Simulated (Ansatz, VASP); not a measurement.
**Ga in VASP and in Ansatz**

File INCAR:

```
SYSTEM = Ga
PREC = Accurate ; ENCUT = 600
EDIFF = 1E-7 ; ISMEAR = 0
SIGMA = 0.1 ; LREAL = .False.
LASPH = .True. ; NELM = 80
ALGO = Normal ; ISIF = 3
LWAVE = .False. ; LCHARG = .False.
GGA = PS ; IBRION = 2
NSW = 80 ; EDIFFG = -0.01
```

File KPOINTS:

```
regular mesh
0
Gamma
  16 16 16
  0 0 0
```

POSCAR

```
Ga
1.0
    2.6573409733      0.0000000000      0.0000000000
    0.0000000000      2.6573409733      0.0000000000
    0.0000000000      0.0000000000      2.6573409733
Ga
1
Direct
    0.0000000000      0.0000000000      0.0000000000
```

Input for Ansatz:

```yaml
crystal:
  lattice:
    - [2.6573409733, 0.0, 0.0]
    - [0.0, 2.6573409733, 0.0]
    - [0.0, 0.0, 2.6573409733]
  atoms:
    - { symbol: Ga, position: [0.0, 0.0, 0.0] }
basis:
  ecutwfc: 420
kpoints:
  mp_grid: { grid: [16, 16, 16] }
hamiltonian:
  xc: pbesol
scf:
  occupations: { method: gaussian, width: 0.1 }
output:
  forces: true
  stress: true
  eigenvalues: true
relax:
  adjacent_minimum: "off"
  f_tol: 0.01
  max_steps: 60
  cell: { stress_tol: 0.1 }
```

Alike in both runs: task relaxation of cell and atoms; functional PBEsol; k mesh 16 × 16 × 16; occupations gaussian, width 0.1 eV; no spin polarisation.

```csv
,VASP,Ansatz
version,VASP 6.6.1,Ansatz 0.2.0
potentials or method,"VASP PAW PBE potentials, release 64 (Ga_d), cutoff 600 eV","scalar-relativistic, plane waves, PAW"
valence electrons in the cell,13,13
```

Ansatz gave:

```
gap on the k mesh at the Fermi level, each at its own relaxed structure (eV) : none
relaxed volume (Å³/atom)                                                     : 18.81
relaxed cell length with the largest relative difference (Å)                 : 2.659
```

Question: What did VASP give for the same quantities?

Answer: gap on the k mesh at the Fermi level, each at its own relaxed structure (eV): none; relaxed volume (Å³/atom): 18.82; relaxed cell length with the largest relative difference (Å): 2.660.

VASP's potentials were made for PBE, not for PBEsol. A gap of «none» marks a metal or a gap that the smearing closes.
